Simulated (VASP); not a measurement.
Set up this calculation in VASP 6.6.1, as the native input.

```
Task                   : single point
Functional             : PBE
Potentials or basis    : VASP PAW PBE potentials, release 64 (Re)
Cutoff                 : 520 eV
k mesh                 : 17 × 17 × 5
Occupations            : fermi-dirac, width 0.1 eV
Spin                   : no spin polarisation
Dipole correction      : no
Further INCAR settings : ALGO = Normal; EDIFF = 1e-06; NBANDS = 22
```

The structure of Re lies in POSCAR:

```
Re
1.0
    2.8493134216      0.0000000000      0.0000000000
   -1.4246567108      2.4675778065      0.0000000000
    0.0000000000      0.0000000000      9.1848881555
Re
4
Direct
    0.0000000000      0.0000000000      1.0000000000
    0.0000000000      1.0000000000      0.5000000000
    0.3333333333      0.6666666667      0.2500000000
    0.6666666667      0.3333333333      0.7500000000
```

One way to write it, as run:

INCAR

```
SYSTEM = Re
PREC = Accurate ; ENCUT = 520
EDIFF = 1E-6 ; ISMEAR = -1
SIGMA = 0.1 ; LREAL = .FALSE.
LASPH = .TRUE. ; NELM = 80
ALGO = Normal ; ISIF = 2
LWAVE = .FALSE. ; LCHARG = .FALSE.
GGA = PE ; NBANDS = 22
```

KPOINTS

```
Automatic mesh
0
G
  17 17 5
  0 0 0
```

Potentials or basis: VASP PAW PBE potentials, release 64 (Re).

Command:

```sh
$ cat potpaw_PBE.64/Re/POTCAR > POTCAR
$ mpirun -np 1 vasp_std > vasp.out
```

Results of the run:

```
Pressure               : -24.3 GPa
Band gap on the k mesh : zero (bands 14 and 15 overlap by 2.30 eV)
```

Caveat: the cell stands under tension; spin-orbit coupling is left out, which moves the levels of the heavy elements.

Run time: 86 s on 1 thread of Intel(R) Xeon(R) Platinum 8559C (Emerald Rapids), on a shared host, peak memory 0.25 GiB.
